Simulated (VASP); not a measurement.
## CdF2: single point with LDA

CdF2:

```xyz
3
Lattice="0.0000 2.7295 2.7295 2.7295 0.0000 2.7295 2.7295 2.7295 0.0000" Properties=species:S:1:pos:R:3 pbc="T T T"
Cd    0.0000    0.0000    0.0000
F     1.3647    1.3647    1.3647
F     4.0942    4.0942    4.0942
```

```
Program             : VASP 6.6.1
Task                : single point
Functional          : LDA
Potentials or basis : VASP PAW LDA potentials, release 64 (Cd, F)
Cutoff              : 520 eV
k mesh              : 8 × 8 × 8
Occupations         : fermi-dirac, width 0.02 eV
Spin                : no spin polarisation
```

```yaml
Pressure: -8.4 GPa
Band_gap_on_the_k_mesh: 2.66 eV (least direct gap 3.19 eV)
```

Levels at points of the mesh, in eV from the valence-band top:
```tsv
k point	band 10	band 11	band 12	band 13	band 14	band 15	band 16	band 17
(0.00, 0.00, 0.00)	-0.91	-0.53	-0.53	-0.53	2.66	12.12	12.12	12.12
(0.50, 0.00, 0.00)	-1.76	-1.76	-0.41	-0.41	6.66	8.67	13.80	13.80
(0.50, 0.50, 0.00)	-2.85	-0.45	-0.09	-0.09	7.44	9.13	11.37	13.59
```

Wall time 42 s on 1 thread of AMD EPYC 7R13, on a shared host, peak memory 0.13 GiB.

Caveat: the cell stands under tension. A k mesh can miss the band edges.
